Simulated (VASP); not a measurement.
# ZrH5 in VASP: a series of runs

The runs below take ZrH5 through single point, relaxation of cell and atoms, with PBE.

Program: VASP 6.6.1. These are calculated values, not measurements. Logs are shortened: lines on timing, memory, paths and dates and some standing lists are left out, and cuts for length are marked.

## 1. The cell of the first run

It takes space group C2/m (No. 12, monoclinic). The conventional cell has a = 5.667 Å, b = 3.275 Å, c = 4.099 Å, α = 90.00°, β = 90.43°, γ = 90.00°. Zr (site symmetry 2/m) has 14 H at 2.05 to 2.12 Å within 2.7 Å. Within 2.5 Å of H (site symmetry m) lie 8 H at 1.89 to 2.18 Å and 3 Zr at 2.12 Å. Within 2.5 Å of H (site symmetry m) lie 8 H at 1.89 to 2.19 Å and 3 Zr at 2.12 Å. Within 2.7 Å of H (site symmetry 2/m) lie 2 Zr at 2.05 Å and 12 H at 2.16 to 2.19 Å.

The cell was generated, and may not be a known phase.

## 2. Single point, PBE

Input file INCAR:

```
  ALGO = Normal
  EDIFF = 1E-6
  ENCUT = 520
  GGA = PE
  ISIF = 2
  ISMEAR = 0
  LASPH = True
  LCHARG = False
  LREAL = False
  LWAVE = False
  NBANDS = 18
  NELM = 60
  PREC = Accurate
  SIGMA = 0.2
```

Input file KPOINTS:

```
k-points
0
Gamma
  6 6 3
```

Input file POSCAR:

```
ZrH5
1.0
    2.8042390674     -1.6374745138      0.4073042760
    2.8042390674      1.6374745138      0.4073042760
   -0.5587381142      0.0000000000      4.0603968748
Zr H
1 5
Direct
    0.5000000000      0.5000000000      0.5000000000
    0.1678412263      0.1678412263      0.2635021919
    0.8345375778      0.8345375778      0.2633797868
    0.5000000000      0.5000000000      0.0000000000
    0.1654624222      0.1654624222      0.7366202132
    0.8321587737      0.8321587737      0.7364978081
```

Potentials or basis: VASP PAW PBE potentials, release 64 (Zr_sv, H).

The run is started by

```sh
$ cat potpaw_PBE.64/Zr_sv/POTCAR potpaw_PBE.64/H/POTCAR > POTCAR
$ mpirun -np 1 vasp_std > vasp.out
```

OUTCAR:

```text
EDIFF = 1E-6
   ENCUT = 520
   GGA = PE
   ISIF = 2
   ISMEAR = 0
   LASPH = True
   LREAL = False
   NELM = 60
   PREC = Accurate

 ion  position               nearest neighbor table
   1  0.500  0.500  0.500-   4 2.05   4 2.05   5 2.12   3 2.12   6 2.12   2 2.12   2 2.12   2 2.12
                             6 2.12   6 2.12   3 2.12   5 2.12   3 2.12   5 2.12
   2  0.168  0.168  0.264-   1 2.12   1 2.12   1 2.12
   3  0.835  0.835  0.263-   1 2.12   1 2.12   1 2.12
   4  0.500  0.500  0.000-   1 2.05   1 2.05
   5  0.165  0.165  0.737-   1 2.12   1 2.12   1 2.12
   6  0.832  0.832  0.736-   1 2.12   1 2.12   1 2.12

  LATTYP: Found a base centered monoclinic cell.
 ALAT       =     5.6673286548
 B/A-ratio  =     0.5778646744
 C/A-ratio  =     0.7232083961
 COS(beta)  =    -0.0074892432

  Lattice vectors:

 A1 = (  -2.8042390674,   1.6374745138,  -0.4073042760)
 A2 = (  -2.8042390674,  -1.6374745138,  -0.4073042760)
 A3 = (  -0.5587381142,   0.0000000000,   4.0603968748)

Analysis of symmetry for initial positions (statically):
=====================================================================
 Subroutine PRICEL returns:
 Original cell was already a primitive cell.

 Routine SETGRP: Setting up the symmetry group for a
 base centered monoclinic supercell.

 Subroutine GETGRP returns: Found  4 space group operations
 (whereof  4 operations were pure point group operations)
 out of a pool of  4 trial point group operations.

The static configuration has the point symmetry C_2h.

Analysis of symmetry for dynamics (positions and initial velocities):
=====================================================================
 Subroutine PRICEL returns:
 Original cell was already a primitive cell.

 Routine SETGRP: Setting up the symmetry group for a
 base centered monoclinic supercell.

 Subroutine GETGRP returns: Found  4 space group operations
 (whereof  4 operations were pure point group operations)
 out of a pool of  4 trial point group operations.

The dynamic configuration has the point symmetry C_2h.

 Subroutine INISYM returns: Found  4 space group operations
 (whereof  4 operations are pure point group operations),
 and found     1 'primitive' translations

----------------------------------------------------------------------------------------

                                     Primitive cell

  volume of cell :      38.0349

  direct lattice vectors                    reciprocal lattice vectors
     2.804239067 -1.637474514  0.407304276     0.174807639 -0.305348264  0.024054715
     2.804239067  1.637474514  0.407304276     0.174807639  0.305348264  0.024054715
    -0.558738114  0.000000000  4.060396875    -0.035070414  0.000000000  0.241455418

  length of vectors
     3.272762794  3.272762794  4.098659666     0.352666843  0.352666843  0.243989042

  position of ions in fractional coordinates (direct lattice)
     0.500000000  0.500000000  0.500000000
     0.167841226  0.167841226  0.263502192
     0.834537578  0.834537578  0.263379787
     0.500000000  0.500000000  0.000000000
     0.165462422  0.165462422  0.736620213
     0.832158774  0.832158774  0.736497808

  ion indices of the primitive-cell ions
   primitive index   ion index
                 1           1
                 2           2
                 3           3
                 4           4
                 5           5
                 6           6

----------------------------------------------------------------------------------------

 KPOINTS: k-points

Automatic generation of k-mesh.
 Grid dimensions read from file:
 generate k-points for:    6    6    3

 Generating k-lattice:

  Cartesian coordinates                     Fractional coordinates (reciprocal lattice)
     0.029134607 -0.050891377  0.004009119     0.166666667  0.000000000  0.000000000
     0.029134607  0.050891377  0.004009119     0.000000000  0.166666667  0.000000000
    -0.011690138  0.000000000  0.080485139     0.000000000  0.000000000  0.333333333

  Length of vectors
     0.058777807  0.058777807  0.081329681

  Shift w.r.t. Gamma in fractional coordinates (k-lattice)
     0.000000000  0.000000000  0.000000000

 Subroutine IBZKPT returns following result:
 ===========================================

 Found     34 irreducible k-points:

 Following reciprocal coordinates:
            Coordinates               Weight
  0.000000  0.000000  0.000000      1.000000
  0.166667 -0.000000  0.000000      4.000000
  0.333333 -0.000000  0.000000      4.000000
  0.500000 -0.000000  0.000000      2.000000
  0.166667  0.166667  0.000000      2.000000
  0.333333  0.166667  0.000000      4.000000
[... 16 lines left out ...]
 -0.333333  0.166667  0.333333      4.000000
 -0.166667  0.166667  0.333333      4.000000
 [... further k-points ...]
   k-points           NKPTS =     34   k-points in BZ     NKDIM =     34   number of bands    NBANDS=     18
   number of dos      NEDOS =    301   number of ions     NIONS =      6
[... 109 lines left out ...]
      1     -42.9901      2.00000
      2     -21.6230      2.00000
      3     -21.0283      2.00000
      4     -20.9091      2.00000
      5      -0.9874      2.00000
      6      -0.0175      2.00000
[... 10 lines left out ...]
     17      18.7230      0.00000
     18      19.1207      0.00000

 k-point     5 :       0.1667    0.1667    0.0000
  band No.  band energies     occupation
      1     -43.0533      2.00000
      2     -21.0698      2.00000
      3     -21.0138      2.00000
      4     -20.9134      2.00000
      5      -3.9160      2.00000
      6       1.8602      2.00000
[... 10 lines left out ...]
     17      18.3897      0.00000
     18      22.0542      0.00000

 k-point     6 :       0.3333    0.1667    0.0000
  band No.  band energies     occupation
      1     -43.0218      2.00000
      2     -21.3166      2.00000
      3     -21.0110      2.00000
      4     -20.9617      2.00000
      5      -2.7782      2.00000
      6       1.4725      2.00000
[... 10 lines left out ...]
     17      18.1073      0.00000
     18      21.4906      0.00000

 k-point     7 :       0.5000    0.1667    0.0000
  band No.  band energies     occupation
      1     -42.9901      2.00000
      2     -21.5273      2.00000
      3     -21.1341      2.00000
      4     -20.9092      2.00000
      5      -1.0824      2.00000
      6       0.2962      2.00000
[... 10 lines left out ...]
     17      18.7901      0.00000
     18      18.8920      0.00000

 k-point     8 :      -0.3333    0.1667    0.0000
  band No.  band energies     occupation
      1     -42.9901      2.00000
      2     -21.5265      2.00000
      3     -21.1343      2.00000
      4     -20.9093      2.00000
      5      -1.0869      2.00000
      6       0.3021      2.00000
[... 10 lines left out ...]
     17      18.7805      0.00000
     18      18.8949      0.00000
[... 229 lines left out ...]
     17      20.1782      0.00000
     18      20.9501      0.00000

 k-point    20 :       0.1667    0.1667    0.3333
  band No.  band energies     occupation
      1     -43.0513      2.00000
      2     -21.0775      2.00000
      3     -21.0653      2.00000
      4     -20.9114      2.00000
      5      -3.0030      2.00000
      6      -0.4753      2.00000
[... 10 lines left out ...]
     17      20.1920      0.00000
     18      20.9663      0.00000

 k-point    21 :       0.3333    0.1667    0.3333
  band No.  band energies     occupation
      1     -43.0198      2.00000
      2     -21.3117      2.00000
      3     -21.0200      2.00000
      4     -21.0084      2.00000
      5      -1.9647      2.00000
      6      -0.0172      2.00000
[... 10 lines left out ...]
     17      18.4513      0.00000
     18      20.2792      0.00000

 k-point    22 :       0.5000    0.1667    0.3333
  band No.  band energies     occupation
      1     -42.9882      2.00000
      2     -21.5213      2.00000
      3     -21.1309      2.00000
      4     -20.9631      2.00000
      5      -0.5860      2.00000
      6       0.3756      2.00000
[... 10 lines left out ...]
     17      18.8771      0.00000
     18      20.1827      0.00000

 k-point    23 :      -0.3333    0.1667    0.3333
  band No.  band energies     occupation
      1     -42.9882      2.00000
      2     -21.5205      2.00000
      3     -21.1312      2.00000
      4     -20.9633      2.00000
      5      -0.5793      2.00000
      6       0.3686      2.00000
[... 10 lines left out ...]
     17      18.8607      0.00000
     18      20.1830      0.00000

 k-point    24 :      -0.1667    0.1667    0.3333
  band No.  band energies     occupation
      1     -43.0199      2.00000
      2     -21.3109      2.00000
      3     -21.0204      2.00000
      4     -21.0080      2.00000
      5      -1.9549      2.00000
      6      -0.0382      2.00000
[... 10 lines left out ...]
     17      18.4213      0.00000
     18      20.3096      0.00000

 [... further k-points ...]
[... 5 lines left out ...]
  --------------------------------------------------------------------------------------
  -------------------------------------------------------------------------------------
  Total        0.0205936     -0.0439077     -0.0888550      0.0000000      0.0000000     -0.1155630
  in kB        0.8674818     -1.8495622     -3.7429135      0.0000000      0.0000000     -4.8679567
  external PRESSURE =      -1.5749980 kB  Pullay stress =       0.0000000 kB

 VOLUME and BASIS-vectors are now :
 -----------------------------------------------------------------------------
  energy-cutoff  :      520.00
  volume of cell :       38.03
      direct lattice vectors                 reciprocal lattice vectors
     2.804239067 -1.637474514  0.407304276     0.174807639 -0.305348264  0.024054715
     2.804239067  1.637474514  0.407304276     0.174807639  0.305348264  0.024054715
    -0.558738114  0.000000000  4.060396875    -0.035070414  0.000000000  0.241455418

 POSITION                                       TOTAL-FORCE (eV/Angst)
 -----------------------------------------------------------------------------------
      2.52487      0.00000      2.43750         0.000000      0.000000      0.000000
      0.79411      0.00000      1.20665        -0.003988      0.000000     -0.004081
      4.53333      0.00000      1.74925         0.001343      0.000000     -0.002162
      2.80424      0.00000      0.40730         0.000000      0.000000      0.000000
      0.51641      0.00000      3.12576        -0.001343      0.000000      0.002162
      4.25563      0.00000      3.66836         0.003988      0.000000      0.004081
 -----------------------------------------------------------------------------------
    total drift:                                0.000000      0.000000     -0.000000

  FREE ENERGIE OF THE ION-ELECTRON SYSTEM (eV)
  ---------------------------------------------------
  free  energy   TOTEN  =       -25.8180514052 eV

  energy  without entropy=      -25.8083962971  energy(sigma->0) =      -25.81322385
```

Run time: 26 s. Hardware: 1 thread of Intel Xeon 8259CL, shared host; peak memory 0.15 GiB.

What came out:

* Free energy: -25.8181 eV
* Pressure: -0.2 GPa
* Largest force: 0.006 eV/Å
* Band gap on the k mesh: zero (an odd number of electrons rules out a gap without spin polarisation)

Forces in eV/Å, atoms in the order of the input:
```
Zr   0.000  0.000  0.000
H   -0.004  0.000 -0.004
H    0.001  0.000 -0.002
H    0.000  0.000  0.000
H   -0.001  0.000  0.002
H    0.004  0.000  0.004
```

Levels at points of the mesh, in eV from the Fermi level:
```tsv
k point	band 4	band 5	band 6	band 7	band 8	band 9	band 10	band 11	band 12	band 13
(0.00, 0.00, 0.00)	-26.79	-10.48	-4.35	-3.64	0.10	0.11	0.18	3.04	3.05	4.95
(0.50, 0.00, 0.00)	-26.82	-6.90	-5.93	-4.62	-3.83	0.47	2.11	4.30	5.96	6.54
(0.50, 0.50, 0.00)	-26.82	-6.90	-5.92	-4.62	-3.83	0.47	2.10	4.30	5.97	6.55
```

Caveat: the k points lie up to 0.51 Å⁻¹ apart, too coarse for converged energies and pressures of a metal; an odd number of electrons without spin polarisation forces a metal; a magnetic or distorted state may lie lower.

## 3. Single point, PBE

This run uses another cell than the first one, of 6.39 Å³/atom.

Input file INCAR:

```
ALGO     = Normal         # electronic algorithm
EDIFF    = 1E-7           # SCF threshold, eV
ENCUT    = 520            # plane-wave cutoff, eV
GGA      = PE             # functional
ISIF     = 2              # what is computed and relaxed
ISMEAR   = 0              # smearing method
LASPH    = True           # aspherical terms in the spheres
LCHARG   = False          # write CHGCAR
LREAL    = False          # projectors in reciprocal space
LWAVE    = False          # write WAVECAR
NBANDS   = 18             # bands
NELM     = 60             # most SCF steps
PREC     = Accurate       # precision mode
SIGMA    = 0.1            # smearing width, eV
```

Input file KPOINTS:

```
k-points
0
Gamma
  12 12 8
```

Input file POSCAR:

```
ZrH5
1.0
    3.2799945653      0.0000000000      0.0000000000
   -1.6399972826      2.8405586178      0.0000000000
    0.0000000000      0.0000000000      4.1157790021
Zr H
1 5
Direct
    0.0000000000      0.0000000000      0.5000000000
    0.3333333333      0.6666666667      0.2668884193
    0.6666666667      0.3333333333      0.2668884193
    0.0000000000      0.0000000000      0.0000000000
    0.3333333333      0.6666666667      0.7331115807
    0.6666666667      0.3333333333      0.7331115807
```

Potentials or basis: VASP PAW PBE potentials, release 64 (Zr_sv, H).

The run is started by

```sh
$ cat potpaw_PBE.64/Zr_sv/POTCAR potpaw_PBE.64/H/POTCAR > POTCAR
$ mpirun -np 1 vasp_std > vasp.out
```

Wall time 75 s (1 thread of Intel Xeon 8259CL, shared host); peak memory 0.19 GiB.

Results (log left out):

```
Free energy            : -25.7406 eV
Pressure               : -0.1 GPa
Largest force          : 0.005 eV/Å
Band gap on the k mesh : zero (an odd number of electrons rules out a gap without spin polarisation)
```

Forces on the atoms (eV/Å):
```
Zr   0.000  0.000  0.000
H    0.000  0.000 -0.005
H    0.000  0.000 -0.005
H    0.000  0.000  0.000
H    0.000  0.000  0.005
H    0.000  0.000  0.005
```

Levels at points of the mesh, in eV from the Fermi level:
```tsv
k point	band 4	band 5	band 6	band 7	band 8	band 9	band 10	band 11	band 12	band 13
(0.00, 0.00, 0.00)	-26.73	-10.33	-4.24	-3.53	0.19	0.19	0.25	3.10	3.10	5.03
(0.50, 0.00, 0.00)	-26.78	-6.79	-5.80	-4.50	-3.71	0.57	2.17	4.34	6.03	6.63
(0.00, 0.00, 0.50)	-26.73	-8.89	-7.22	0.29	0.29	0.93	1.27	1.48	2.65	2.65
(0.50, 0.00, 0.50)	-26.84	-6.17	-5.98	-4.45	-3.18	0.86	1.48	2.57	4.36	7.00
```

Caveat: an odd number of electrons without spin polarisation forces a metal; a magnetic or distorted state may lie lower.

## 4. Relaxation of cell and atoms, PBE

Input file INCAR:

```
SYSTEM = ZrH5
PREC = Accurate ; ENCUT = 600
EDIFF = 1E-6 ; ISMEAR = 0
SIGMA = 0.1 ; LREAL = .FALSE.
LASPH = .TRUE. ; NELM = 80
ALGO = Normal ; ISIF = 3
LWAVE = .FALSE. ; LCHARG = .FALSE.
GGA = PE ; IBRION = 2
NSW = 100 ; EDIFFG = -0.01
```

Input file KPOINTS:

```
Automatic mesh
0
G
  12 12 8
  0 0 0
```

Input file POSCAR:

```
ZrH5
1.0
    3.2738559106      0.0000000000      0.0000000000
   -1.6369279553      2.8352423869      0.0000000000
    0.0000000000      0.0000000000      4.0986596664
Zr H
1 5
Direct
    0.0000000000      0.0000000000      0.5000000000
    0.3333333333      0.6666666667      0.2635021919
    0.6666666667      0.3333333333      0.2635021919
    0.0000000000      0.0000000000      0.0000000000
    0.3333333333      0.6666666667      0.7364978081
    0.6666666667      0.3333333333      0.7364978081
```

The run is started by

```sh
$ cat potpaw_PBE.64/Zr_sv/POTCAR potpaw_PBE.64/H/POTCAR > POTCAR
$ mpirun -np 1 vasp_std > vasp.out
```

It took 4.4 min on 1 thread of Intel Xeon 8259CL, shared host; peak memory 0.22 GiB.

It converged, with:

* Free energy: -25.7422 eV
* Relaxed volume: 6.39 Å³/atom
* Relaxed cell: a = 3.281 Å, b = 3.281 Å, c = 4.114 Å, α = 90.00°, β = 90.00°, γ = 120.00°
* Space group after relaxing (to 0.1 Å): P6/mmm (No. 191)
* Energy gained by relaxing: 0.3 meV/atom
* Ionic steps: 6
* Pressure after relaxing: 0.0 GPa
* Band gap on the k mesh: zero (an odd number of electrons rules out a gap without spin polarisation)

Stress tensor (GPa, compression positive):
```
-0.01  0.00  0.00
 0.00 -0.01  0.00
 0.00  0.00  0.11
```

Step by step:
| step | energy change (eV) | largest force (eV/Å) | pressure (GPa) | volume (Å³) |
| --- | --- | --- | --- | --- |
| 1 | 0.0000 | 0.0418 | 0.46 | 38.04 |
| 2 | -0.0005 | 0.0388 | 0.20 | 38.14 |
| 3 | -0.0010 | 0.0338 | -0.23 | 38.31 |
| 4 | -0.0011 | 0.0318 | -0.40 | 38.38 |
| 5 | -0.0015 | 0.0140 | -0.17 | 38.36 |
| 6 | -0.0016 | 0.0008 | 0.03 | 38.34 |

Final structure:
```
Zr H
1.0
     3.28061    0.00000    0.00000
    -1.64030    2.84109    0.00000
     0.00000    0.00000    4.11369
Zr H
1 5
Cartesian
  0.0000 0.0000 2.0568
  0.0000 1.8941 1.0972
  1.6403 0.9470 1.0972
  0.0000 0.0000 0.0000
  0.0000 1.8941 3.0165
  1.6403 0.9470 3.0165
```

Levels at points of the mesh, in eV from the Fermi level:
```tsv
k point	band 6	band 7	band 8	band 9	band 10	band 11
(0.00, 0.00, 0.00)	-4.24	-3.52	0.19	0.19	0.24	3.10
(0.50, 0.00, 0.00)	-5.80	-4.50	-3.71	0.58	2.17	4.34
(0.00, 0.00, 0.50)	-7.22	0.29	0.29	0.93	1.28	1.48
(0.50, 0.00, 0.50)	-5.98	-4.44	-3.18	0.86	1.48	2.57
```

Caveat: an odd number of electrons without spin polarisation forces a metal; a magnetic or distorted state may lie lower.

## 5. Overview

| task | cell | k mesh | cutoff (eV) | smearing | gap on the mesh (eV) | pressure (GPa) | largest force (eV/Å) |
| --- | --- | --- | --- | --- | --- | --- | --- |
| single point | a = 3.273, b = 3.273, c = 4.099 Å, angles 89.6, 89.6, 60.0°, 6 atoms, atomic positions A | 6 × 6 × 3 | 520 | gaussian 0.2 eV | none | -0.2 | 0.01 |
| single point | a = 3.280, b = 3.280, c = 4.116 Å, angles 90.0, 90.0, 120.0°, 6 atoms, atomic positions B | 12 × 12 × 8 | 520 | gaussian 0.1 eV | none | -0.1 | 0.01 |
| relaxation of cell and atoms | relaxed from a = 3.274, b = 3.274, c = 4.099 Å, angles 90.0, 90.0, 120.0°, 6 atoms, atomic positions C | 12 × 12 × 8 | 600 | gaussian 0.1 eV | none | 0.0 | - |

Alike in all rows: level PBE; potentials or basis VASP PAW PBE potentials, release 64 (Zr_sv, H); no spin polarisation.

Caveats: some runs use coarse meshes; an odd number of electrons without spin polarisation forces a metal; a magnetic or distorted state may lie lower.

Total energies depend on the potentials used, so only differences within one code and one set of settings carry meaning.
